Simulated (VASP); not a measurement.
# Mg9O8 (a cell with a defect) in VASP: single point with PBEsol

Aim: the single point of Mg9O8 (a cell with a defect) with PBEsol.

Program: VASP 6.6.1. These are calculated values, not measurements. Logs are shortened: lines on timing, memory, paths and dates and some standing lists are left out, and cuts for length are marked.

### 1 The cell of the first run

The cell holds a defect, 17 atoms: a = 6.034 Å, b = 6.034 Å, c = 6.034 Å, α = 60.00°, β = 60.00°, γ = 60.00°.

### 2 Single point, PBEsol

The input, INCAR:

```
SYSTEM = Mg9O8
PREC     = Accurate       ! precision mode
ENCUT    = 520            ! plane-wave cutoff, eV
EDIFF    = 1E-6           ! SCF threshold, eV
ISMEAR   = 0              ! smearing method
SIGMA    = 0.05           ! smearing width, eV
LREAL    = Auto         
LASPH    = .True.         ! aspherical terms in the spheres
NELM     = 60             ! most SCF steps
ALGO     = Normal         ! electronic algorithm
ISIF     = 2              ! what is computed and relaxed
LWAVE    = .False.        ! write WAVECAR
LCHARG   = .True.         ! write CHGCAR
GGA      = PS             ! functional
LELF     = .True.         ! ELF
LVHAR    = .True.       
NBANDS   = 47             ! bands
```

The input, KPOINTS:

```
regular mesh
0
Gamma
  2 2 2
  0 0 0
```

The input, POSCAR:

```
Mg9O8
1.0
    0.0000000000      4.2665000000      4.2665000000
    4.2665000000      0.0000000000      4.2665000000
    4.2665000000      4.2665000000      0.0000000000
Mg O
9 8
Direct
   -0.0867335152      0.0300751027      0.0276207981
    0.0030834265      0.0002911742      0.4979581328
    0.0040443818      0.5004607823     -0.0017568404
    0.0040337467      0.5007320078      0.4966935814
    0.5176567591      0.0174550162      0.0188176598
    0.5176131495      0.0174603214      0.4466195807
    0.5212137690      0.4394287037      0.0195872081
    0.5102723085      0.4963143243      0.4966970540
    0.3466854417      0.8774018440      0.8885022380
    0.2368090137      0.2539207682      0.2546597673
    0.2637063474      0.2575425580      0.7386463297
    0.2628457388      0.7409555531      0.2664387170
    0.2625803914      0.7421526779      0.7297678047
    0.7556410876      0.2555527032      0.2570649637
    0.7558166430      0.2559596563      0.7307961782
    0.7536925868      0.7342936944      0.2561396939
    0.7383510239      0.7559376123      0.7524983330
```

Potentials or basis: VASP PAW PBE potentials, release 64 (Mg, O).

Started as:

```bash
cat potpaw_PBE.64/Mg/POTCAR potpaw_PBE.64/O/POTCAR > POTCAR
mpirun -np 1 vasp_std > vasp.out
```

OUTCAR:

```text
SYSTEM = Mg9O8
   PREC = Accurate
   ENCUT = 520
   EDIFF = 1E-6
   ISMEAR = 0
   LREAL = Auto
   LASPH = .True.
   NELM = 60
   ISIF = 2
   GGA = PS

 ion  position               nearest neighbor table
   1  0.913  0.030  0.028-  15 1.98  16 1.99  14 1.99   9 2.14   7 2.42   5 2.45   6 2.46  11 2.49
                            13 2.52  12 2.53   3 3.04   4 3.05   2 3.05   2 3.05   4 3.05   3 3.06
   2  0.003  0.000  0.498-  10 2.08  14 2.08  15 2.09  12 2.10  13 2.10  17 2.17   8 2.98   5 3.01
                             6 3.01   4 3.02   3 3.02   3 3.02   4 3.02   6 3.04   5 3.05   1 3.05
   3  0.004  0.500  0.998-  10 2.09  16 2.10  14 2.11  13 2.14  11 2.15  17 2.18   8 2.99   4 3.01
                             7 3.02   2 3.02   2 3.02   5 3.02   4 3.03   5 3.04   8 3.04   1 3.04
   4  0.004  0.501  0.497-  10 2.09  16 2.10  15 2.10  12 2.13  11 2.14  17 2.18   8 2.99   3 3.01
                             7 3.01   2 3.02   6 3.02   2 3.02   3 3.03   6 3.04   8 3.04   1 3.05
   5  0.518  0.017  0.019-  10 2.03  16 2.04  15 2.06   9 2.18  17 2.27  12 2.27  11 2.29   1 2.45
                             7 2.56   6 2.58   2 3.01   3 3.02   8 3.02   8 3.03   3 3.04   2 3.05
   6  0.518  0.017  0.447-  10 2.03  16 2.04  14 2.05   9 2.18  17 2.26  13 2.27  11 2.28   1 2.46
                             7 2.56   5 2.58   2 3.01   4 3.02   8 3.03   8 3.03   4 3.04   2 3.04
   7  0.521  0.439  0.020-  10 2.03  14 2.04  15 2.04   9 2.16  17 2.30  12 2.35  13 2.35   1 2.42
                             5 2.56   6 2.56   4 3.01   3 3.02   8 3.03   8 3.03   3 3.05   4 3.05
   8  0.510  0.496  0.497-  12 2.04  13 2.04  15 2.05  14 2.05  16 2.05  11 2.07   2 2.98   4 2.99
                             3 2.99   5 3.02   6 3.03   6 3.03   7 3.03   5 3.03   7 3.03   3 3.04
   9  0.347  0.877  0.889-  12 1.88  13 1.88  11 1.89  17 1.93   1 2.14   7 2.16   5 2.18   6 2.18
                             4 3.42   3 3.42   2 3.45   2 3.46   3 3.49   4 3.50   8 3.56   8 3.56
  10  0.237  0.254  0.255-   7 2.03   5 2.03   6 2.03   2 2.08   4 2.09   3 2.09
  11  0.264  0.258  0.739-   9 1.89   8 2.07   4 2.14   3 2.15   6 2.28   5 2.29   1 2.49
  12  0.263  0.741  0.266-   9 1.88   8 2.04   2 2.10   4 2.13   5 2.27   7 2.35   1 2.53
  13  0.263  0.742  0.730-   9 1.88   8 2.04   2 2.10   3 2.14   6 2.27   7 2.35   1 2.52
  14  0.756  0.256  0.257-   1 1.99   7 2.04   8 2.05   6 2.05   2 2.08   3 2.11
  15  0.756  0.256  0.731-   1 1.98   7 2.04   8 2.05   5 2.06   2 2.09   4 2.10
  16  0.754  0.734  0.256-   1 1.99   5 2.04   6 2.04   8 2.05   4 2.10   3 2.10
  17  0.738  0.756  0.752-   9 1.93   2 2.17   4 2.18   3 2.18   6 2.26   5 2.27   7 2.30

  LATTYP: Found a face centered cubic cell.
 ALAT       =     8.5330000000

  Lattice vectors:

 A1 = (   0.0000000000,   4.2665000000,   4.2665000000)
 A2 = (   4.2665000000,   0.0000000000,   4.2665000000)
 A3 = (   4.2665000000,   4.2665000000,   0.0000000000)

Analysis of symmetry for initial positions (statically):
=====================================================================
 Subroutine PRICEL returns:
 Original cell was already a primitive cell.

 Routine SETGRP: Setting up the symmetry group for a
 face centered cubic supercell.

 Subroutine GETGRP returns: Found  1 space group operations
 (whereof  1 operations were pure point group operations)
 out of a pool of 48 trial point group operations.

The static configuration has the point symmetry C_1 .

Analysis of symmetry for dynamics (positions and initial velocities):
=====================================================================
 Subroutine PRICEL returns:
 Original cell was already a primitive cell.

 Routine SETGRP: Setting up the symmetry group for a
 face centered cubic supercell.

 Subroutine GETGRP returns: Found  1 space group operations
 (whereof  1 operations were pure point group operations)
 out of a pool of 48 trial point group operations.

The dynamic configuration has the point symmetry C_1 .

 Subroutine INISYM returns: Found  1 space group operations
 (whereof  1 operations are pure point group operations),
 and found     1 'primitive' translations

----------------------------------------------------------------------------------------

                                     Primitive cell

  volume of cell :     155.3264

  direct lattice vectors                    reciprocal lattice vectors
     0.000000000  4.266500000  4.266500000    -0.117192078  0.117192078  0.117192078
     4.266500000  0.000000000  4.266500000     0.117192078 -0.117192078  0.117192078
     4.266500000  4.266500000  0.000000000     0.117192078  0.117192078 -0.117192078

  length of vectors
     6.033742164  6.033742164  6.033742164     0.202982633  0.202982633  0.202982633

  position of ions in fractional coordinates (direct lattice)
     0.913266485  0.030075103  0.027620798
[... 43 lines left out ...]
 generate k-points for:    2    2    2

 Generating k-lattice:

  Cartesian coordinates                     Fractional coordinates (reciprocal lattice)
    -0.058596039  0.058596039  0.058596039     0.500000000  0.000000000  0.000000000
     0.058596039 -0.058596039  0.058596039     0.000000000  0.500000000  0.000000000
     0.058596039  0.058596039 -0.058596039     0.000000000  0.000000000  0.500000000

  Length of vectors
     0.101491317  0.101491317  0.101491317

  Shift w.r.t. Gamma in fractional coordinates (k-lattice)
     0.000000000  0.000000000  0.000000000

 Subroutine IBZKPT returns following result:
 ===========================================

 Found      8 irreducible k-points:

 Following reciprocal coordinates:
            Coordinates               Weight
  0.000000  0.000000  0.000000      1.000000
  0.500000  0.000000  0.000000      1.000000
  0.000000  0.500000  0.000000      1.000000
  0.000000  0.000000  0.500000      1.000000
  0.500000  0.500000  0.500000      1.000000
  0.500000  0.500000  0.000000      1.000000
  0.000000  0.500000  0.500000      1.000000
  0.500000  0.000000  0.500000      1.000000
   k-points           NKPTS =      8   k-points in BZ     NKDIM =      8   number of bands    NBANDS=     47
   number of dos      NEDOS =    301   number of ions     NIONS =     17
   total plane-waves  NPLWV = 110592
   dimension x,y,z NGX =    48 NGY =   48 NGZ =   48
   dimension x,y,z NGXF=    96 NGYF=   96 NGZF=   96
   ions per type =               9   8
   NGX,Y,Z   is equivalent  to a cutoff of  13.23, 13.23, 13.23 a.u.
   NGXF,Y,Z  is equivalent  to a cutoff of  26.45, 26.45, 26.45 a.u.
 SYSTEM =  Mg9O8
   PREC   = accura    normal or accurate (medium, high low for compatibility)
   ISTART =      0    job   : 0-new  1-cont  2-samecut
   ICHARG =      2    charge: 1-file 2-atom 10-const
   ISPIN  =      1    spin polarized calculation?
   LNONCOLLINEAR =      F non collinear calculations
   LSORBIT =      F    spin-orbit coupling
   LASPH  =      T    aspherical Exc in radial PAW
   ENCUT  =  520.0 eV  38.22 Ry    6.18 a.u.  11.22 11.22 11.22*2*pi/ulx,y,z
   NELM   =     60;   NELMIN=  2; NELMDL= -5     # of ELM steps
   EDIFF  = 0.1E-05   stopping-criterion for ELM
   LREAL  =      T    real-space projection
   EDIFFG = 0.1E-04   stopping-criterion for IOM
   NSW    =      0    number of steps for IOM
[... 5 lines left out ...]
   TEBEG  =    0.0;   TEEND  =   0.0 temperature during run
   PSTRESS=    0.0 pullay stress
   NELECT =      66.0000    total number of electrons
   NUPDOWN=      -1.0000    fix difference up-down
   EMIN   =  10.00;   EMAX   =-10.00  energy-range for DOS
   EFERMI =   0.00;   METHOD = LEGACY
   ISMEAR =     0;   SIGMA  =   0.05  broadening in eV -4-tet -1-fermi 0-gaus
   EFERMI_NEDOS =   21; number of points for ismear=-14 and -15
   IALGO  =     38    algorithm
   IMIX   =      4    mixing-type and parameters
     AMIX     =   0.40;   BMIX     =  1.00
     AMIX_MAG =   1.60;   BMIX_MAG =  1.00
  volume/ion in A,a.u.               =       9.14        61.66
  Fermi-wavevector in a.u.,A,eV,Ry     =   1.230763  2.325805 20.609796  1.514777
  Thomas-Fermi vector in A             =   2.365599
   LORBIT       =      0    0 simple, 1 ext, 2 COOP (PROOUT), +10 PAW based schemes
   GGA     = PS    functional components
   LHFCALC =     F    Hartree Fock is set to
   AEXX    =    0.0000 exact exchange contribution
   IVDW    =     0    specifies the selected vdW correction
   LEPSILON=     F    determine dielectric tensor
   LRPA    =     F    only Hartree local field effects (RPA)
 non-spin polarized calculation
 Gauss-broadening in eV      SIGMA  =   0.05
  energy-cutoff  :      520.00
  volume of cell :      155.33
 maximum number of plane-waves:      4279
 NGX is ok and might be reduce to    48
   NGX = 23   NGY = 23   NGZ = 23

 number of electron      65.9999999 magnetization

 Free energy of the ion-electron system (eV)
  ---------------------------------------------------
  ext. energy  EPLUGINS =         0.00000000
  ---------------------------------------------------
  free energy    TOTEN  =       -88.67795817 eV

  energy without entropy =      -88.66812157  energy(sigma->0) =      -88.67303987

 E-fermi :   9.5552     XC(G=0): -11.4709

 val. band max:        9.4833768880   @ k =   0.0000   0.5000   0.0000
 cond. band min:       9.5589229015   @ k =   0.0000   0.0000   0.0000
 fundamental gap:      0.0755460135
 Fermi energy:         9.5551934284

 k-point     1 :       0.0000    0.0000    0.0000
  band No.  band energies     occupation
      1     -13.8909      2.00000
      2     -12.7092      2.00000
      3     -12.6546      2.00000
      4     -12.6402      2.00000
      5     -12.6231      2.00000
      6     -12.4260      2.00000
[... 373 lines left out ...]
     44      14.1150      0.00000
     45      14.2954      0.00000
 [bands above 45 left out]

------------------------ aborting loop because EDIFF is reached ----------------------------------------

  FORCE on cell =-STRESS in cart. coord.  units (eV):
  Direction    XX          YY          ZZ          XY          YZ          ZX
  --------------------------------------------------------------------------------------
  -------------------------------------------------------------------------------------
  Total       28.6078035     28.8261933     27.3281263     -0.9355169      0.9719286     -0.9742387
  in kB      295.0868463    297.3395166    281.8870941     -9.6497701     10.0253532    -10.0491818
  external PRESSURE =     291.4378190 kB  Pullay stress =       0.0000000 kB

 VOLUME and BASIS-vectors are now :
 -----------------------------------------------------------------------------
  energy-cutoff  :      520.00
  volume of cell :      155.33
      direct lattice vectors                 reciprocal lattice vectors
     0.000000000  4.266500000  4.266500000    -0.117192078  0.117192078  0.117192078
     4.266500000  0.000000000  4.266500000     0.117192078 -0.117192078  0.117192078
     4.266500000  4.266500000  0.000000000     0.117192078  0.117192078 -0.117192078

 POSITION                                       TOTAL-FORCE (eV/Angst)
 -----------------------------------------------------------------------------------
      0.24616      4.01430      4.02477        -0.005756      0.017110      0.005052
      2.12578      2.13769      0.01440         0.001900     -0.003746      0.006489
      6.39422      4.27626      2.15247         0.006425      0.007922     -0.004932
      4.25552      2.13635      2.15358        -0.008218     -0.003607     -0.000447
      0.15476      2.28887      2.28305         0.003419     -0.000532     -0.004384
      1.98000      4.11390      2.28289        -0.004035     -0.003402     -0.001620
[... 9 lines left out ...]
      4.22568      4.30845      6.34849        -0.003465     -0.002589      0.001609
      6.43574      6.36071      6.37538        -0.017715      0.020285      0.017217
 -----------------------------------------------------------------------------------
    total drift:                               -0.006263      0.007491      0.003283

  FREE ENERGIE OF THE ION-ELECTRON SYSTEM (eV)
  ---------------------------------------------------
  free  energy   TOTEN  =       -88.6779581736 eV

  energy  without entropy=      -88.6681215689  energy(sigma->0) =      -88.67303987
```

Run time: 90 s. Hardware: 1 thread of Intel Xeon 6975P-C (Granite Rapids), shared host; peak memory 0.33 GiB.

What came out:

| Item | Value |
| --- | --- |
| Free energy | -88.6780 eV |
| Pressure | 29.1 GPa |
| Largest force | 0.041 eV/Å |
| Band gap on the k mesh | zero (band 33 reaches 9.78 eV, above the bottom of band 34 at 9.35 eV) |

Forces in eV/Å, atoms in the order of the input:
```
Mg  -0.006  0.017  0.005
Mg   0.002 -0.004  0.006
Mg   0.006  0.008 -0.005
Mg  -0.008 -0.004  0.000
Mg   0.003 -0.001 -0.004
Mg  -0.004 -0.003 -0.002
Mg   0.007 -0.005  0.003
Mg  -0.002  0.001  0.006
Mg   0.010 -0.005 -0.006
O   -0.002  0.003  0.007
O    0.021 -0.022  0.027
O    0.014  0.018 -0.023
O   -0.024 -0.016 -0.024
O    0.002 -0.004 -0.003
O    0.001 -0.001 -0.006
O   -0.003 -0.003  0.002
O   -0.018  0.020  0.017
```

Caveat: the k points lie up to 0.64 Å⁻¹ apart; the PAW data sets were made with another functional, which shifts forces and pressure a little.
